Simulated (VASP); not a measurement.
Here is a VASP 6.6.1 calculation.

INCAR

```
PREC = Accurate
ENCUT = 600
EDIFF = 1E-7
ISMEAR = 0
SIGMA = 0.1
LREAL = False
LASPH = True
NELM = 100
ALGO = Normal
ISIF = 3
LWAVE = False
LCHARG = False
GGA = PE
IBRION = 2
NSW = 100
EDIFFG = -0.01
```

The input KPOINTS:

```
regular mesh
0
Gamma
  8 8 8
```

The input POSCAR:

```
BP
1.0
    5.3214213084      0.0000000000      0.0000000000
    0.0000000000      5.3214213084      0.0000000000
    0.0000000000      0.0000000000      5.3214213084
B P
4 4
Direct
    0.8750000000      0.8750000000      0.8750000000
    0.6250000000      0.1250000000      0.3750000000
    0.1250000000      0.3750000000      0.6250000000
    0.3750000000      0.6250000000      0.1250000000
    0.3750000000      0.3750000000      0.3750000000
    0.1250000000      0.6250000000      0.8750000000
    0.6250000000      0.8750000000      0.1250000000
    0.8750000000      0.1250000000      0.6250000000
```

Potentials or basis: VASP PAW PBE potentials, release 64 (B, P).

Launch:

```bash
$ cat potpaw_PBE.64/B/POTCAR potpaw_PBE.64/P/POTCAR > POTCAR
$ mpirun -np 1 vasp_std > vasp.out
```

(1) Estimate the relaxed volume.

(2) Estimate the relaxed cell.

## Answers

(1) 18.80 Å³/atom.

(2) a = 5.318 Å, b = 5.318 Å, c = 5.318 Å, α = 90.00°, β = 90.00°, γ = 90.00°.
